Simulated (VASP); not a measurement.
Input of a VASP 6.6.1 run:

File INCAR:

```
SYSTEM = MoIr4
ALGO = Normal
EDIFF = 1E-7
ENCUT = 520
GGA = PE
ISIF = 2
ISMEAR = 0
LASPH = .True.
LCHARG = .False.
LREAL = .False.
LWAVE = .False.
NBANDS = 33
NELM = 60
PREC = Accurate
SIGMA = 0.1
```

Contents of KPOINTS:

```
k-points
0
Gamma
  6 6 4
  0 0 0
```

Contents of POSCAR:

```
MoIr4
1.0
    3.4760557900      0.0000000000      0.0000000000
   -1.7380278900      3.0103526200      0.0000000000
    0.0000000000      0.0000000000      7.0995900300
Mo Ir
1 4
Direct
    0.6666666700      0.3333333300      0.5000000000
    0.3333333300      0.6666666700      0.5000000000
    0.0000000000      0.0000000000      0.1609877800
    0.0000000000      0.0000000000      0.8390122200
    0.0000000000      0.0000000000      0.5000000000
```

Potentials or basis: VASP PAW PBE potentials, release 64 (Mo_sv, Ir).

The run is started by

```sh
$ cat potpaw_PBE.64/Mo_sv/POTCAR potpaw_PBE.64/Ir/POTCAR > POTCAR
$ mpirun -np 1 vasp_std > vasp.out
```

(1) What does it give for the pressure?

(2) What does it give for the largest force?

Answers

(1) 266.8 GPa.

(2) 1.550 eV/Å.

Caveat: forces of over 1 eV/Å act on the atoms, so gaps and moduli don't describe the material at rest.
